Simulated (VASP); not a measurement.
# AgI (wurtzite type) (P6_3mc) in VASP: notebook

AgI (wurtzite type) is run at these levels: PBE; tasks: electric field gradients, density of states.

Everything below comes from runs of VASP 6.6.1. Logs are shortened: lines on timing, memory, paths and dates and some standing lists are left out, and cuts for length are marked.

## (1) The cell of the first run

Symmetry: P6_3mc, No. 186, hexagonal system. The conventional cell has a = 4.686 Å, b = 4.686 Å, c = 7.666 Å, α = 90.00°, β = 90.00°, γ = 120.00°. Ag (site symmetry 3m) has 4 I at 2.87 Å within 3.8 Å. Within 3.8 Å of I (site symmetry 3m) lie 4 Ag at 2.87 Å.

## (2) Electric field gradients, PBE

Contents of INCAR:

```
SYSTEM = AgI
PREC = Accurate ; ENCUT = 400
EDIFF = 1E-8 ; ISMEAR = -1
SIGMA = 0.05 ; LREAL = .False.
LASPH = .True. ; NELM = 120
ALGO = Normal ; ISIF = 2
LWAVE = .False. ; LCHARG = .False.
GGA = PE ; LEFG = .True.
NBANDS = 26 ; GGA_COMPAT = .False.
```

Contents of KPOINTS:

```
regular mesh
0
Gamma
  10 10 6
  0 0 0
```

Contents of POSCAR:

```
AgI
1.0
    4.6857383264      0.0000000000      0.0000000000
   -2.3428691632      4.0579684261      0.0000000000
    0.0000000000      0.0000000000      7.6664781241
Ag I
2 2
Direct
    0.3333333333      0.6666666667      0.0006015325
    0.6666666667      0.3333333333      0.5006015325
    0.3333333333      0.6666666667      0.3753984675
    0.6666666667      0.3333333333      0.8753984675
```

Potentials or basis: VASP PAW PBE potentials, release 64 (Ag, I).

Launch:

```sh
cat potpaw_PBE.64/Ag/POTCAR potpaw_PBE.64/I/POTCAR > POTCAR
mpirun -np 1 vasp_std > vasp.out
```

OUTCAR:

```text
SYSTEM = AgI
   PREC = Accurate
   ENCUT = 400
   EDIFF = 1E-8
   ISMEAR = -1
   LREAL = .False.
   LASPH = .True.
   NELM = 120
   ISIF = 2
   GGA = PE

 ion  position               nearest neighbor table
   1  0.333  0.667  0.001-   4 2.87   4 2.87   4 2.87   3 2.87
   2  0.667  0.333  0.501-   3 2.87   3 2.87   3 2.87   4 2.87
   3  0.333  0.667  0.375-   2 2.87   2 2.87   2 2.87   1 2.87
   4  0.667  0.333  0.875-   1 2.87   1 2.87   1 2.87   2 2.87

  LATTYP: Found a hexagonal cell.
 ALAT       =     4.6857383264
 C/A-ratio  =     1.6361302297

  Lattice vectors:

 A1 = (   4.6857383264,   0.0000000000,   0.0000000000)
 A2 = (  -2.3428691632,   4.0579684261,   0.0000000000)
 A3 = (   0.0000000000,   0.0000000000,   7.6664781241)

Analysis of symmetry for initial positions (statically):
=====================================================================
 Subroutine PRICEL returns:
 Original cell was already a primitive cell.

 Routine SETGRP: Setting up the symmetry group for a
 hexagonal supercell.

 Subroutine GETGRP returns: Found 12 space group operations
 (whereof  6 operations were pure point group operations)
 out of a pool of 24 trial point group operations.

The static configuration has the point symmetry C_3v.
 The point group associated with its full space group is C_6v.

Analysis of symmetry for dynamics (positions and initial velocities):
=====================================================================
 Subroutine PRICEL returns:
 Original cell was already a primitive cell.

 Routine SETGRP: Setting up the symmetry group for a
 hexagonal supercell.

 Subroutine GETGRP returns: Found 12 space group operations
 (whereof  6 operations were pure point group operations)
 out of a pool of 24 trial point group operations.

The dynamic configuration has the point symmetry C_3v.
 The point group associated with its full space group is C_6v.

 Subroutine INISYM returns: Found 12 space group operations
 (whereof  6 operations are pure point group operations),
 and found     1 'primitive' translations

----------------------------------------------------------------------------------------

                                     Primitive cell

  volume of cell :     145.7748

[... 138 lines left out ...]
  energy without entropy =       -9.58013835  energy(sigma->0) =       -9.58013836

 E-fermi :   3.1986     XC(G=0):  -8.1416

 val. band max:        2.4594066587   @ k =   0.0000   0.0000   0.0000
 cond. band min:       3.8277106225   @ k =   0.0000   0.0000   0.0000
 fundamental gap:      1.3683039639
 Fermi energy:         3.1985826035

 k-point     1 :       0.0000    0.0000    0.0000
  band No.  band energies     occupation
      1     -10.0162      2.00000
      2      -9.7719      2.00000
      3      -1.3859      2.00000
      4      -1.3833      2.00000
      5      -1.3833      2.00000
      6      -1.2851      2.00000
[... 685 lines left out ...]
     25       9.9500      0.00000
     26      10.9136      0.00000

 [... further k-points ...]

------------------------ aborting loop because EDIFF is reached ----------------------------------------

  FORCE on cell =-STRESS in cart. coord.  units (eV):
  Direction    XX          YY          ZZ          XY          YZ          ZX
  --------------------------------------------------------------------------------------
  -------------------------------------------------------------------------------------
  Total       -0.1582654     -0.1582654     -0.1655675      0.0000000      0.0000000      0.0000000
  in kB       -1.7394586     -1.7394586     -1.8197141      0.0000000      0.0000000      0.0000000
  external PRESSURE =      -1.7662104 kB  Pullay stress =       0.0000000 kB

 VOLUME and BASIS-vectors are now :
 -----------------------------------------------------------------------------
  energy-cutoff  :      400.00
  volume of cell :      145.77
      direct lattice vectors                 reciprocal lattice vectors
     4.685738326  0.000000000  0.000000000     0.213413539  0.123214364  0.000000000
    -2.342869163  4.057968426  0.000000000     0.000000000  0.246428729  0.000000000
     0.000000000  0.000000000  7.666478124     0.000000000  0.000000000  0.130437990

 POSITION                                       TOTAL-FORCE (eV/Angst)
 -----------------------------------------------------------------------------------
     -0.00000      2.70531      0.00461         0.000000      0.000000      0.000256
      2.34287      1.35266      3.83785        -0.000000      0.000000      0.000256
     -0.00000      2.70531      2.87798        -0.000000      0.000000     -0.000256
      2.34287      1.35266      6.71122         0.000000     -0.000000     -0.000256
 -----------------------------------------------------------------------------------
    total drift:                               -0.000000     -0.000000     -0.000265

  FREE ENERGIE OF THE ION-ELECTRON SYSTEM (eV)
  ---------------------------------------------------
  free  energy   TOTEN  =        -9.5801383686 eV

  energy  without entropy=       -9.5801383509  energy(sigma->0) =       -9.58013836

 Electric field gradients (V/A^2)
---------------------------------------------------------------------
 ion       V_xx      V_yy      V_zz      V_xy      V_xz      V_yz
---------------------------------------------------------------------
   1      -0.201    -0.202     0.403    -0.001    -0.000     0.000
   2      -0.201    -0.202     0.403    -0.001     0.000    -0.000
   3      -1.963    -1.964     3.927    -0.000    -0.000     0.000
   4      -1.963    -1.964     3.927    -0.000     0.000    -0.000
---------------------------------------------------------------------

 Electric field gradients after diagonalization (V/A^2)
 (convention: |V_zz| > |V_xx| > |V_yy|)
----------------------------------------------------------------------
 ion       V_xx      V_yy      V_zz     asymmetry (V_yy - V_xx)/ V_zz
----------------------------------------------------------------------
   1      -0.203    -0.201     0.403       0.005
   2      -0.203    -0.201     0.403       0.005
   3      -1.964    -1.963     3.927       0.000
   4      -1.964    -1.963     3.927       0.000
----------------------------------------------------------------------

           NMR quadrupolar parameters

 Cq : quadrupolar parameter    Cq=e*Q*V_zz/h
 eta: asymmetry parameters     (V_yy - V_xx)/ V_zz
 Q  : nuclear electric quadrupole moment in mb (millibarn)
----------------------------------------------------------------------
 ion       Cq(MHz)       eta       Q (mb)
----------------------------------------------------------------------
   1       0.001       0.005       1.000
   2       0.001       0.005       1.000
   3       0.009       0.000       1.000
   4       0.009       0.000       1.000
----------------------------------------------------------------------
```

OSZICAR:

```text
N       E                     dE             d eps       ncg     rms          rms(c)
DAV:   1     0.177799421874E+03    0.17780E+03   -0.13411E+04  2912   0.958E+02
DAV:   2    -0.745996720468E+00   -0.17855E+03   -0.17223E+03  3320   0.210E+02
DAV:   3    -0.957313723348E+01   -0.88271E+01   -0.87727E+01  3400   0.463E+01
DAV:   4    -0.974253418364E+01   -0.16940E+00   -0.16933E+00  3786   0.639E+00
[... 12 lines left out ...]
DAV:  17    -0.958013853115E+01   -0.17421E-06   -0.42610E-07  3026   0.320E-03    0.744E-03
DAV:  18    -0.958013842574E+01    0.10541E-06   -0.45835E-08  3224   0.147E-03    0.366E-03
DAV:  19    -0.958013838174E+01    0.44005E-07   -0.80156E-09  1642   0.450E-04    0.150E-03
DAV:  20    -0.958013836881E+01    0.12924E-07   -0.13020E-09  1560   0.275E-04    0.553E-04
DAV:  21    -0.958013836855E+01    0.26148E-09   -0.59427E-10  1498   0.147E-04
   1 F= -.95801384E+01 E0= -.95801384E+01  d E =-.176953E-07
```

stdout:

```text
POSCAR found type information on POSCAR AgI
 POSCAR found :  2 types and       4 ions
 scaLAPACK will be used
 LDA part: xc-table for (Slater+PW92), standard interpolation
 POSCAR, INCAR and KPOINTS ok, starting setup
 FFT: planning ... GRIDC
 FFT: planning ... GRID_SOFT
 FFT: planning ... GRID
 WAVECAR not read
 entering main loop
ion   1

ion   2

ion   3

ion   4
```

It took 1.7 min on 1 thread of AMD EPYC 9R45 (Zen 5), shared host; peak memory 0.25 GiB.

What came out:

```yaml
Free_energy: -9.5801 eV
Pressure: -0.2 GPa
Band_gap_on_the_k_mesh: 1.37 eV, direct
```

Levels at points of the mesh, in eV from the valence-band top:
| k point | band 16 | band 17 | band 18 | band 19 | band 20 | band 21 |
| --- | --- | --- | --- | --- | --- | --- |
| (0.00, 0.00, 0.00) | -0.06 | 0.00 | 0.00 | 1.37 | 2.67 | 5.85 |
| (0.50, 0.00, 0.00) | -1.59 | -0.91 | -0.64 | 3.31 | 3.65 | 4.90 |
| (0.00, 0.00, 0.50) | -0.32 | -0.32 | -0.32 | 2.64 | 2.64 | 5.64 |
| (0.50, 0.00, 0.50) | -1.11 | -1.11 | -1.11 | 3.30 | 3.30 | 4.94 |

Electric field gradients, principal values (V/Å²):
```tsv
atom	least	middle	greatest (by size)
1 Ag	-0.201	-0.203	0.403
2 Ag	-0.201	-0.203	0.403
3 I	-1.963	-1.964	3.927
4 I	-1.963	-1.964	3.927
```

Caveat: without QUAD_EFG the Cq values of the log hold for a quadrupole moment of 1 mb, not for the nuclei; spin-orbit coupling is left out, which moves the levels of the heavy elements. As with any semilocal functional, this PBE gap is likely too small.

(Continued in part 2 of 2.)
